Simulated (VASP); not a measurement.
BP:

```xyz
2
Lattice="0.0000 2.2683 2.2683 2.2683 0.0000 2.2683 2.2683 2.2683 0.0000" Properties=species:S:1:pos:R:3 pbc="T T T"
B     0.0000    0.0000    0.0000
P     1.1342    1.1342    1.1342
```

Base run:

* Program: VASP 6.6.1
* Functional: PBE
* Potentials or basis: VASP PAW PBE potentials, release 64 (B, P)
* Cutoff: 520 eV
* k mesh: 6 × 6 × 6
* Occupations: gaussian, width 0.01 eV
* Spin: no spin polarisation

Its results: band gap on the k mesh 1.33 eV, indirect (least direct gap 3.40 eV); pressure 1.2 GPa.

After a change of settings the same cell gave: band gap on the k mesh 2.79 eV, indirect (least direct gap 5.05 eV); pressure -2.0 GPa. Which change was it?
A. k mesh from 6 × 6 × 6 to 10 × 10 × 10; further incar settings from ALGO = Normal; EDIFF = 1e-06; NBANDS = 11 to ALGO = Normal; EDIFF = 1e-07; NBANDS = 11
B. functional from PBE to PBE0
C. functional from PBE to HSE06
D. functional from PBE to r2SCAN; further incar settings from ALGO = Normal; EDIFF = 1e-06; NBANDS = 11 to ALGO = Normal; EDIFF = 1e-07; NBANDS = 11

B.

PBE0 gives the wider gap, since exact exchange removes part of the self-interaction.

Caveats: the PAW data sets were made with another functional, which shifts forces and pressure a little (some runs).
